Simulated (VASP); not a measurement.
# PbS (Galena) (Fm-3m) in VASP: a series of runs, part 2 of 2

VASP 6.6.1. The steps go on from the part before.

## 4. Single point, PBE

File INCAR:

```
ALGO     = Normal         # electronic algorithm
EDIFF    = 1E-7           # SCF threshold, eV
ENCUT    = 520            # plane-wave cutoff, eV
GGA      = PE             # functional
ISIF     = 2              # what is computed and relaxed
ISMEAR   = -1             # smearing method
LASPH    = True           # aspherical terms in the spheres
LCHARG   = False          # write CHGCAR
LREAL    = False          # projectors in reciprocal space
LWAVE    = False          # write WAVECAR
NBANDS   = 17             # bands
NELM     = 80             # most SCF steps
PREC     = Accurate       # precision mode
SIGMA    = 0.06           # smearing width, eV
```

File KPOINTS:

```
k-points
0
Gamma
  5 5 5
```

File POSCAR:

```
PbS
1.0
    0.0000000000      2.9657500000      2.9657500000
    2.9657500000      0.0000000000      2.9657500000
    2.9657500000      2.9657500000      0.0000000000
Pb S
1 1
Direct
    0.0000000000      0.0000000000      0.0000000000
    0.5000000000      0.5000000000      0.5000000000
```

Potentials or basis: VASP PAW PBE potentials, release 64 (Pb_d, S).

On the command line:

```bash
$ cat potpaw_PBE.64/Pb_d/POTCAR potpaw_PBE.64/S/POTCAR > POTCAR
$ mpirun -np 1 vasp_std > vasp.out
```

OUTCAR:

```text
EDIFF = 1E-7
   ENCUT = 520
   GGA = PE
   ISIF = 2
   ISMEAR = -1
   LASPH = True
   LREAL = False
   NELM = 80
   PREC = Accurate

 ion  position               nearest neighbor table
   1  0.000  0.000  0.000-   2 2.97   2 2.97   2 2.97   2 2.97   2 2.97   2 2.97
   2  0.500  0.500  0.500-   1 2.97   1 2.97   1 2.97   1 2.97   1 2.97   1 2.97

  LATTYP: Found a face centered cubic cell.
 ALAT       =     5.9315000000

  Lattice vectors:

[... 368 lines left out ...]

------------------------ aborting loop because EDIFF is reached ----------------------------------------

  FORCE on cell =-STRESS in cart. coord.  units (eV):
  Direction    XX          YY          ZZ          XY          YZ          ZX
  --------------------------------------------------------------------------------------
  -------------------------------------------------------------------------------------
  Total        0.6394649      0.6394649      0.6394649      0.0000000      0.0000000     -0.0000000
  in kB       19.6378372     19.6378372     19.6378372      0.0000000      0.0000000     -0.0000000
  external PRESSURE =      19.6378372 kB  Pullay stress =       0.0000000 kB

 VOLUME and BASIS-vectors are now :
 -----------------------------------------------------------------------------
  energy-cutoff  :      520.00
  volume of cell :       52.17
      direct lattice vectors                 reciprocal lattice vectors
     0.000000000  2.965750000  2.965750000    -0.168591419  0.168591419  0.168591419
     2.965750000  0.000000000  2.965750000     0.168591419 -0.168591419  0.168591419
     2.965750000  2.965750000  0.000000000     0.168591419  0.168591419 -0.168591419

 POSITION                                       TOTAL-FORCE (eV/Angst)
 -----------------------------------------------------------------------------------
      0.00000      0.00000      0.00000         0.000000      0.000000     -0.000000
      2.96575      2.96575      2.96575        -0.000000     -0.000000      0.000000
 -----------------------------------------------------------------------------------
    total drift:                                0.000000     -0.000000     -0.000000

  FREE ENERGIE OF THE ION-ELECTRON SYSTEM (eV)
  ---------------------------------------------------
  free  energy   TOTEN  =        -8.7685601534 eV

  energy  without entropy=       -8.7685563289  energy(sigma->0) =       -8.76855824
```

OSZICAR:

```text
N       E                     dE             d eps       ncg     rms          rms(c)
DAV:   1     0.157254392239E+03    0.15725E+03   -0.95967E+03   340   0.124E+03
DAV:   2     0.321644379336E+01   -0.15404E+03   -0.14883E+03   365   0.308E+02
DAV:   3    -0.891512596773E+01   -0.12132E+02   -0.12053E+02   431   0.920E+01
DAV:   4    -0.923717131231E+01   -0.32205E+00   -0.32144E+00   421   0.163E+01
DAV:   5    -0.924679097519E+01   -0.96197E-02   -0.96190E-02   504   0.270E+00    0.472E+00
DAV:   6    -0.876499113785E+01    0.48180E+00   -0.13757E+00   541   0.800E+00    0.335E+00
DAV:   7    -0.876550995109E+01   -0.51881E-03   -0.14171E-01   405   0.190E+00    0.191E+00
DAV:   8    -0.876882023441E+01   -0.33103E-02   -0.15906E-02   404   0.132E+00    0.244E-01
DAV:   9    -0.876838127441E+01    0.43896E-03   -0.32233E-03   527   0.484E-01    0.811E-02
DAV:  10    -0.876854984101E+01   -0.16857E-03   -0.35594E-04   408   0.107E-01    0.454E-02
DAV:  11    -0.876855965463E+01   -0.98136E-05   -0.43058E-05   470   0.690E-02    0.137E-02
DAV:  12    -0.876856014607E+01   -0.49144E-06   -0.35937E-06   465   0.221E-02    0.349E-03
DAV:  13    -0.876856015339E+01   -0.73239E-08   -0.22881E-07   407   0.461E-03
   1 F= -.87685602E+01 E0= -.87685582E+01  d E =-.382445E-05
```

Run time: 4.5 s. Hardware: 1 thread of Intel Xeon 6975P-C (Granite Rapids), shared host; peak memory 0.17 GiB.

What came out:

| Quantity | Value |
| --- | --- |
| Free energy | -8.7686 eV |
| Pressure | 2.0 GPa |

Levels at points of the mesh, in eV from the Fermi level:
```csv
k point,band 8,band 9,band 10,band 11,band 12,band 13
"(0.00, 0.00, 0.00)",-2.43,-2.43,-2.43,4.96,4.96,4.96
```

Caveat: this odd mesh misses L, where the gap lies, so gap, dielectric constants and Born charges aren't listed; spin-orbit coupling is left out, which moves the levels of the heavy elements.

## 5. Single point, LDA

This run uses another cell than the first one, of 24.95 Å³/atom, 0.956 times its volume.

File INCAR:

```
ALGO     = Normal         # electronic algorithm
EDIFF    = 1E-7           # SCF threshold, eV
ENCUT    = 520            # plane-wave cutoff, eV
GGA      = CA             # functional
ISIF     = 2              # what is computed and relaxed
ISMEAR   = -1             # smearing method
LASPH    = T              # aspherical terms in the spheres
LCHARG   = F              # write CHGCAR
LREAL    = F              # projectors in reciprocal space
LWAVE    = F              # write WAVECAR
NBANDS   = 17             # bands
NELM     = 80             # most SCF steps
PREC     = Accurate       # precision mode
SIGMA    = 0.05           # smearing width, eV
```

File KPOINTS:

```
k-points
0
Gamma
  8 8 8
```

File POSCAR:

```
PbS
1.0
    0.0000000000      2.9220974271      2.9220974271
    2.9220974271      0.0000000000      2.9220974271
    2.9220974271      2.9220974271      0.0000000000
Pb S
1 1
Direct
    0.0000000000      0.0000000000      0.0000000000
    0.5000000000      0.5000000000      0.5000000000
```

Potentials or basis: VASP PAW LDA potentials, release 64 (Pb_d, S).

On the command line:

```bash
$ cat potpaw_LDA.64/Pb_d/POTCAR potpaw_LDA.64/S/POTCAR > POTCAR
$ mpirun -np 1 vasp_std > vasp.out
```

Run time: 7.5 s. Hardware: 1 thread of Intel Xeon 6975P-C (Granite Rapids), shared host; peak memory 0.16 GiB.

Results (log left out):

| Quantity | Value |
| --- | --- |
| Free energy | -9.9999 eV |
| Pressure | 0.0 GPa |
| Band gap on the k mesh | 0.04 eV, direct |

Levels at points of the mesh, in eV from the valence-band top:
```tsv
k point	band 6	band 7	band 8	band 9	band 10	band 11	band 12	band 13	band 14	band 15
(0.00, 0.00, 0.00)	-14.04	-6.05	-2.44	-2.44	-2.44	5.15	5.15	5.15	6.48	6.48
(0.50, 0.00, 0.00)	-12.64	-9.26	-2.00	-2.00	0.00	0.04	1.68	1.68	8.48	9.95
(0.50, 0.50, 0.00)	-12.12	-7.41	-5.71	-3.82	-3.82	3.48	5.56	5.68	5.68	11.17
```

Caveat: spin-orbit coupling is left out, which moves the levels of the heavy elements. A k mesh can miss the band edges.

## 6. Single point, PBE

File INCAR:

```
SYSTEM = PbS
ALGO = Normal
EDIFF = 1E-6
ENCUT = 520
GGA = PE
ISIF = 2
ISMEAR = 0
LASPH = .True.
LCHARG = .False.
LREAL = .False.
LWAVE = .False.
NBANDS = 17
NELM = 100
PREC = Accurate
SIGMA = 0.026000000000000002
```

File KPOINTS:

```
k-points
0
Gamma
  8 8 8
  0 0 0
```

File POSCAR:

```
PbS
1.0
    0.0000000000      2.9657500000      2.9657500000
    2.9657500000      0.0000000000      2.9657500000
    2.9657500000      2.9657500000      0.0000000000
Pb S
1 1
Direct
    0.0000000000      0.0000000000      0.0000000000
    0.5000000000      0.5000000000      0.5000000000
```

Potentials or basis: VASP PAW PBE potentials, release 64 (Pb_d, S).

On the command line:

```bash
$ cat potpaw_PBE.64/Pb_d/POTCAR potpaw_PBE.64/S/POTCAR > POTCAR
$ mpirun -np 1 vasp_std > vasp.out
```

It took 8.5 s on 1 thread of Intel Xeon 6975P-C (Granite Rapids), shared host; peak memory 0.18 GiB.

It converged, with:

* Free energy: -8.7560 eV
* Pressure: 2.1 GPa
* Band gap on the k mesh: 0.36 eV, direct

Levels at points of the mesh, in eV from the valence-band top:
| k point | band 6 | band 7 | band 8 | band 9 | band 10 | band 11 | band 12 | band 13 | band 14 | band 15 |
| --- | --- | --- | --- | --- | --- | --- | --- | --- | --- | --- |
| (0.00, 0.00, 0.00) | -13.60 | -6.04 | -2.17 | -2.17 | -2.17 | 5.21 | 5.21 | 5.21 | 6.73 | 6.73 |
| (0.50, 0.00, 0.00) | -12.36 | -8.85 | -1.78 | -1.78 | 0.00 | 0.36 | 1.96 | 1.96 | 8.66 | 10.12 |
| (0.50, 0.50, 0.00) | -11.93 | -7.20 | -5.20 | -3.44 | -3.44 | 3.86 | 5.58 | 5.68 | 5.68 | 11.17 |

Caveat: spin-orbit coupling is left out, which moves the levels of the heavy elements.

## 7. The runs side by side

| level | potentials or basis | cell | k mesh | smearing | gap on the mesh (eV) | pressure (GPa) |
| --- | --- | --- | --- | --- | --- | --- |
| PBE | VASP PAW PBE potentials, release 64 (Pb_d, S) | a = 4.194 Å, angles 60.0°, 2 atoms | 8 × 8 × 8 | gaussian 0.017 eV | 0.36 | 2.2 |
| PBE | VASP PAW PBE potentials, release 64 (Pb_d, S) | a = 4.249 Å, angles 60.0°, 2 atoms | 8 × 8 × 8 | fermi-dirac 0.05 eV | 0.50 | -0.1 |
| PBE | VASP PAW PBE potentials, release 64 (Pb_d, S) | a = 4.194 Å, angles 60.0°, 2 atoms | 5 × 5 × 5 | fermi-dirac 0.06 eV | - | 2.0 |
| LDA | VASP PAW LDA potentials, release 64 (Pb_d, S) | a = 4.132 Å, angles 60.0°, 2 atoms | 8 × 8 × 8 | fermi-dirac 0.05 eV | 0.04 | 0.0 |
| PBE | VASP PAW PBE potentials, release 64 (Pb_d, S) | a = 4.194 Å, angles 60.0°, 2 atoms | 8 × 8 × 8 | gaussian 0.026 eV | 0.36 | 2.1 |

Alike in all rows: task single point; no spin polarisation; cutoff (eV) 520.

Caveats: spin-orbit coupling is left out, which moves the levels of the heavy elements.

Absolute energies hang on the potentials; compare differences alone.
